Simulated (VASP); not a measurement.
**C: single point with PBE+D3(BJ)**

C, a slab with vacuum:

```
CELL_PARAMETERS angstrom
2.46565 0.00000 0.00000
-1.23283 2.13532 0.00000
0.00000 0.00000 17.50007
ATOMIC_POSITIONS crystal
C 0.66667 0.33333 0.25714
C 0.33333 0.66667 0.25714
C 0.00000 0.33333 0.48057
C 0.33333 0.00000 0.48057
```

* Program: VASP 6.6.1
* Task: single point
* Functional: PBE
* Dispersion: D3(BJ)
* Potentials or basis: VASP PAW PBE potentials, release 64 (C)
* Cutoff: 520 eV
* k mesh: 15 × 15 × 1
* Occupations: gaussian, width 0.1 eV
* Spin: no spin polarisation

| Item | Value |
| --- | --- |
| Largest force | 0.027 eV/Å |
| Band gap on the k mesh | 0.14 eV, direct |
| Dispersion energy per atom | -0.108 eV |

Forces in eV/Å, atoms in the order of the input:
```
C    0.001  0.001  0.027
C    0.001  0.001  0.027
C   -0.001 -0.001 -0.027
C   -0.001 -0.001 -0.027
```

Levels at points of the mesh, in eV from the valence-band top:
```csv
k point,band 6,band 7,band 8,band 9,band 10,band 11
"(0.00, 0.00, 0.00)",-2.97,-2.97,-2.97,3.35,3.88,4.68
```

Run time: 90 s on 1 thread of Intel(R) Xeon(R) Platinum 8375C CPU @ 2.90GHz (Ice Lake) (shared host), peak memory 0.23 GiB.
